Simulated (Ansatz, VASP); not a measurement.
## BiAsSe in VASP and in Ansatz

File INCAR:

```
SYSTEM = BiAsSe
  PREC = Accurate
  ENCUT = 600
  EDIFF = 1E-6
  ISMEAR = 0
  SIGMA = 0.1
  LREAL = .FALSE.
  LASPH = .TRUE.
  NELM = 60
  ALGO = Normal
  ISIF = 3
  LWAVE = .FALSE.
  LCHARG = .FALSE.
  GGA = PE
  IBRION = 2
  NSW = 90
  EDIFFG = -0.04
```

File KPOINTS:

```
Automatic mesh
0
G
  4 4 4
  0 0 0
```

Contents of POSCAR:

```
BiAsSe
1.0
    4.1660350700      0.0000000000      0.0000000000
    0.0000000000      4.1660350700      0.0000000000
    0.0000000000      0.0000000000      5.9124115300
Bi As Se
1 1 1
Direct
    0.0000000000      0.0000000000      0.5000000000
    0.0000000000      0.0000000000      0.0000000000
    0.5000000000      0.5000000000      0.5000000000
```

Input for Ansatz:

```yaml
crystal:
  lattice:
    - [4.16603507, 0.0, 0.0]
    - [0.0, 4.16603507, 0.0]
    - [0.0, 0.0, 5.91241153]
  atoms:
    - { symbol: Bi, position: [0.0, 0.0, 0.5] }
    - { symbol: As, position: [0.0, 0.0, 0.0] }
    - { symbol: Se, position: [0.5, 0.5, 0.5] }
basis:
  ecutwfc: 420
kpoints:
  mp_grid: { grid: [4, 4, 4] }
hamiltonian:
  xc: pbe
scf:
  occupations: { method: gaussian, width: 0.1 }
  lower_state_search: "off"
output:
  forces: true
  stress: true
  eigenvalues: true
relax:
  adjacent_minimum: "off"
  f_tol: 0.04
  max_steps: 70
  cell: { stress_tol: 0.4 }
```

Alike in both runs: task relaxation of cell and atoms; functional PBE; k mesh 4 × 4 × 4; occupations gaussian, width 0.1 eV; no spin polarisation.

|  | VASP | Ansatz |
| --- | --- | --- |
| version | VASP 6.6.1 | Ansatz 0.2.0 |
| potentials or method | VASP PAW PBE potentials, release 64 (Bi_d, As, Se), cutoff 600 eV | scalar-relativistic, plane waves, PAW |
| valence electrons in the cell | 26 | 46 |

|  | VASP | Ansatz | Ansatz less VASP |
| --- | --- | --- | --- |
| gap on the k mesh at the Fermi level, each at its own relaxed structure (eV) | none | none | - |
| relaxed volume (Å³/atom) | 32.01 | 31.98 | -0.033 |
| relaxed length of the cell vector where the two differ most in proportion (Å) | 4.147 | 4.144 | -0.0031 |

A gap of «none» marks a metal or a gap that the smearing closes. VASP's potentials hold 26 valence electrons a cell and Ansatz's 46, so a difference there can come from the potentials and not from the codes.

The k mesh is coarse, so the values compare programs but aren't converged. Spin-orbit coupling is off throughout.
